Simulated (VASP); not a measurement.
# NaTiPt3 (P-62m) in VASP: single point with PBE

Aim: the single point of NaTiPt3 with PBE.

Program: VASP 6.6.1. These are calculated values, not measurements. Logs are shortened: lines on timing, memory, paths and dates and some standing lists are left out, and cuts for length are marked.

### 1 The cell of the first run

It takes space group P-62m (No. 189, hexagonal). Conventional cell: a = 4.686 Å, b = 4.686 Å, c = 4.872 Å, α = 90.00°, β = 90.00°, γ = 120.00°. Within 2.9 Å of Na (site symmetry -62m) lie 6 Pt at 2.16 to 2.52 Å and 2 Ti at 2.44 Å. Within 3.3 Å of Ti (site symmetry -62m) lie 2 Na at 2.44 Å and 6 Pt at 3.26 Å. Within 2.9 Å of Pt (site symmetry m2m) lie 2 Na at 2.16 to 2.52 Å and 4 Pt at 2.36 Å.

The cell was generated, and may not be a known phase.

### 2 Single point, PBE

Input file INCAR:

```
PREC     = Accurate       # precision mode
ENCUT    = 520            # plane-wave cutoff, eV
EDIFF    = 1E-7           # SCF threshold, eV
ISMEAR   = 0              # smearing method
SIGMA    = 0.1            # smearing width, eV
LREAL    = F              # projectors in reciprocal space
LASPH    = T              # aspherical terms in the spheres
NELM     = 80             # most SCF steps
ALGO     = Fast           # electronic algorithm
ISIF     = 2              # what is computed and relaxed
LWAVE    = F              # write WAVECAR
LCHARG   = F              # write CHGCAR
GGA      = PE             # functional
NBANDS   = 32             # bands
```

Input file KPOINTS:

```
regular mesh
0
Gamma
  6 6 4
```

Input file POSCAR:

```
NaTiPt3
1.0
    4.6860601400      0.0000000000      0.0000000000
   -2.3430300700      4.0582471200      0.0000000000
    0.0000000000      0.0000000000      4.8717980300
Na Ti Pt
1 1 3
Direct
    0.0000000000      0.0000000000      0.5000000000
    0.0000000000      0.0000000000      0.0000000000
    0.5380831900      0.0000000000      0.5000000000
    0.0000000000      0.5380831900      0.5000000000
    0.4619168100      0.4619168100      0.5000000000
```

Potentials or basis: VASP PAW PBE potentials, release 64 (Na_pv, Ti_sv, Pt).

Launch:

```
> cat potpaw_PBE.64/Na_pv/POTCAR potpaw_PBE.64/Ti_sv/POTCAR potpaw_PBE.64/Pt/POTCAR > POTCAR
> mpirun -np 1 vasp_std > vasp.out
```

OUTCAR:

```text
PREC = Accurate
   ENCUT = 520
   EDIFF = 1E-7
   ISMEAR = 0
   LREAL = F
   LASPH = T
   NELM = 80
   ISIF = 2
   GGA = PE

 ion  position               nearest neighbor table
   1  0.000  0.000  0.500-   4 2.16   5 2.16   3 2.16   2 2.44   2 2.44   4 2.52   5 2.52   3 2.52

   2  0.000  0.000  0.000-   1 2.44   1 2.44
   3  0.538  0.000  0.500-   1 2.16   4 2.36   5 2.36   5 2.36   4 2.36   1 2.52
   4  0.000  0.538  0.500-   1 2.16   3 2.36   3 2.36   5 2.36   5 2.36   1 2.52
   5  0.462  0.462  0.500-   1 2.16   3 2.36   3 2.36   4 2.36   4 2.36   1 2.52

  LATTYP: Found a hexagonal cell.
 ALAT       =     4.6860601400
 C/A-ratio  =     1.0396362583

  Lattice vectors:

 A1 = (   4.6860601400,   0.0000000000,   0.0000000000)
 A2 = (  -2.3430300700,   4.0582471200,   0.0000000000)
 A3 = (   0.0000000000,   0.0000000000,   4.8717980300)

Analysis of symmetry for initial positions (statically):
=====================================================================
 Subroutine PRICEL returns:
 Original cell was already a primitive cell.

 Routine SETGRP: Setting up the symmetry group for a
 hexagonal supercell.

 Subroutine GETGRP returns: Found 12 space group operations
 (whereof 12 operations were pure point group operations)
 out of a pool of 24 trial point group operations.

The static configuration has the point symmetry D_3h.

Analysis of symmetry for dynamics (positions and initial velocities):
=====================================================================
 Subroutine PRICEL returns:
 Original cell was already a primitive cell.

 Routine SETGRP: Setting up the symmetry group for a
 hexagonal supercell.

 Subroutine GETGRP returns: Found 12 space group operations
 (whereof 12 operations were pure point group operations)
 out of a pool of 24 trial point group operations.

The dynamic configuration has the point symmetry D_3h.

 Subroutine INISYM returns: Found 12 space group operations
 (whereof 12 operations are pure point group operations),
 and found     1 'primitive' translations

----------------------------------------------------------------------------------------

                                     Primitive cell

  volume of cell :      92.6479

  direct lattice vectors                    reciprocal lattice vectors
     4.686060140  0.000000000  0.000000000     0.213398883  0.123205903  0.000000000
    -2.343030070  4.058247120  0.000000000     0.000000000  0.246411805  0.000000000
[... 90 lines left out ...]
   NSW    =      0    number of steps for IOM
   IBRION =     -1    ionic relax: 0-MD 1-quasi-New 2-CG
   NFREE  =      0    steps in history (QN), initial steepest desc. (CG)
   ISIF   =      2    stress and relaxation
   ISYM   =      2    0-nonsym 1-usesym 2-fastsym
   POTIM  = 0.5000    time-step for ionic-motion
   TEBEG  =    0.0;   TEEND  =   0.0 temperature during run
   PSTRESS=    0.0 pullay stress
   NELECT =      49.0000    total number of electrons
   NUPDOWN=      -1.0000    fix difference up-down
   EMIN   =  10.00;   EMAX   =-10.00  energy-range for DOS
   EFERMI =   0.00;   METHOD = LEGACY
   ISMEAR =     0;   SIGMA  =   0.10  broadening in eV -4-tet -1-fermi 0-gaus
   EFERMI_NEDOS =   21; number of points for ismear=-14 and -15
   IALGO  =     68    algorithm
   IMIX   =      4    mixing-type and parameters
     AMIX     =   0.40;   BMIX     =  1.00
     AMIX_MAG =   1.60;   BMIX_MAG =  1.00
  volume/ion in A,a.u.               =      18.53       125.04
  Fermi-wavevector in a.u.,A,eV,Ry     =   1.323920  2.501845 23.847794  1.752763
  Thomas-Fermi vector in A             =   2.453492
   LORBIT       =      0    0 simple, 1 ext, 2 COOP (PROOUT), +10 PAW based schemes
   GGA     = PE    functional components
   LHFCALC =     F    Hartree Fock is set to
   AEXX    =    0.0000 exact exchange contribution
   IVDW    =     0    specifies the selected vdW correction
   LEPSILON=     F    determine dielectric tensor
   LRPA    =     F    only Hartree local field effects (RPA)
 non-spin polarized calculation
 RMM-DIIS sequential band-by-band and
 Gauss-broadening in eV      SIGMA  =   0.10
  energy-cutoff  :      520.00
  volume of cell :       92.65
 maximum number of plane-waves:      2514
 NGX is ok and might be reduce to    36
   NGX = 17   NGY = 17   NGZ = 19

 number of electron      49.0000002 magnetization

 Free energy of the ion-electron system (eV)
  ---------------------------------------------------
  ext. energy  EPLUGINS =         0.00000000
  ---------------------------------------------------
  free energy    TOTEN  =       -16.83959023 eV

  energy without entropy =      -16.77887131  energy(sigma->0) =      -16.80923077

 E-fermi :   7.1961     XC(G=0): -10.8781

 val. band max:        7.1870053003   @ k =   0.5000  -0.0000   0.2500
 cond. band min:       7.1965984538   @ k =   0.3333   0.0000   0.2500
 fundamental gap:      0.0095931536
 Fermi energy:         7.1960971862

 k-point     1 :       0.0000    0.0000    0.0000
  band No.  band energies     occupation
      1     -50.7939      2.00000
      2     -27.1122      2.00000
      3     -27.1122      2.00000
      4     -26.9759      2.00000
      5     -17.3636      2.00000
      6     -17.3636      2.00000
[... 724 lines left out ...]
     31       9.2573      0.00000
     32       9.2830      0.00000

------------------------ aborting loop because EDIFF is reached ----------------------------------------

  FORCE on cell =-STRESS in cart. coord.  units (eV):
  Direction    XX          YY          ZZ          XY          YZ          ZX
  --------------------------------------------------------------------------------------
  -------------------------------------------------------------------------------------
  Total       46.0491487     46.0491486     -1.1680161      0.0000000      0.0000000      0.0000000
  in kB      796.3363975    796.3363956    -20.1987174      0.0000000      0.0000000      0.0000000
  external PRESSURE =     524.1580252 kB  Pullay stress =       0.0000000 kB

 VOLUME and BASIS-vectors are now :
 -----------------------------------------------------------------------------
  energy-cutoff  :      520.00
  volume of cell :       92.65
      direct lattice vectors                 reciprocal lattice vectors
     4.686060140  0.000000000  0.000000000     0.213398883  0.123205903  0.000000000
    -2.343030070  4.058247120  0.000000000     0.000000000  0.246411805  0.000000000
     0.000000000  0.000000000  4.871798030     0.000000000  0.000000000  0.205263025

 POSITION                                       TOTAL-FORCE (eV/Angst)
 -----------------------------------------------------------------------------------
      0.00000      0.00000      2.43590         0.000000     -0.000000     -0.000000
      0.00000      0.00000      0.00000         0.000000     -0.000000     -0.000000
      2.52149      0.00000      2.43590        -1.495956     -0.000000      0.000000
     -1.26075      2.18367      2.43590         0.747978     -1.295536      0.000000
      1.08228      1.87457      2.43590         0.747978      1.295536     -0.000000
 -----------------------------------------------------------------------------------
    total drift:                                0.000014      0.000025      0.000000

  FREE ENERGIE OF THE ION-ELECTRON SYSTEM (eV)
  ---------------------------------------------------
  free  energy   TOTEN  =       -16.8395902322 eV

  energy  without entropy=      -16.7788713050  energy(sigma->0) =      -16.80923077
```

OSZICAR:

```text
N       E                     dE             d eps       ncg     rms          rms(c)
DAV:   1     0.512888004504E+03    0.51289E+03   -0.23893E+04  1344   0.169E+03
DAV:   2     0.242922047700E+02   -0.48860E+03   -0.46206E+03  1416   0.463E+02
[... 49 lines left out ...]
RMM:  52    -0.168395898821E+02   -0.90632E-07   -0.12220E-06   959   0.250E-03    0.518E-03
RMM:  53    -0.168395899609E+02   -0.78767E-07   -0.12290E-06  1012   0.263E-03    0.509E-03
RMM:  54    -0.168395900347E+02   -0.73781E-07   -0.11045E-06   895   0.252E-03    0.509E-03
RMM:  55    -0.168395901028E+02   -0.68108E-07   -0.10688E-06   975   0.262E-03    0.498E-03
RMM:  56    -0.168395901703E+02   -0.67514E-07   -0.10206E-06  1082   0.255E-03    0.461E-03
RMM:  57    -0.168395902322E+02   -0.61965E-07   -0.92610E-07   916   0.234E-03
   1 F= -.16839590E+02 E0= -.16809231E+02  d E =-.607189E-01
```

Run time: 3.4 min. Hardware: 1 thread of Intel Xeon Platinum 8488C (Sapphire Rapids), shared host; peak memory 0.24 GiB.

What came out:

```
Free energy            : -16.8396 eV
Pressure               : 52.4 GPa
Largest force          : 1.496 eV/Å
Band gap on the k mesh : zero (an odd number of electrons rules out a gap without spin polarisation)
```

Forces on the atoms (eV/Å):
```
Na   0.000  0.000  0.000
Ti   0.000  0.000  0.000
Pt  -1.496  0.000  0.000
Pt   0.748 -1.296  0.000
Pt   0.748  1.296  0.000
```

Stress tensor (GPa, compression positive):
```
79.63  0.00  0.00
 0.00 79.63  0.00
 0.00  0.00 -2.02
```

Caveat: the stress differs along the axes, from -2 to 80 GPa; spin-orbit coupling is left out, which moves the levels of the heavy elements; forces of over 1 eV/Å act on the atoms, so gaps and moduli don't describe the material at rest.
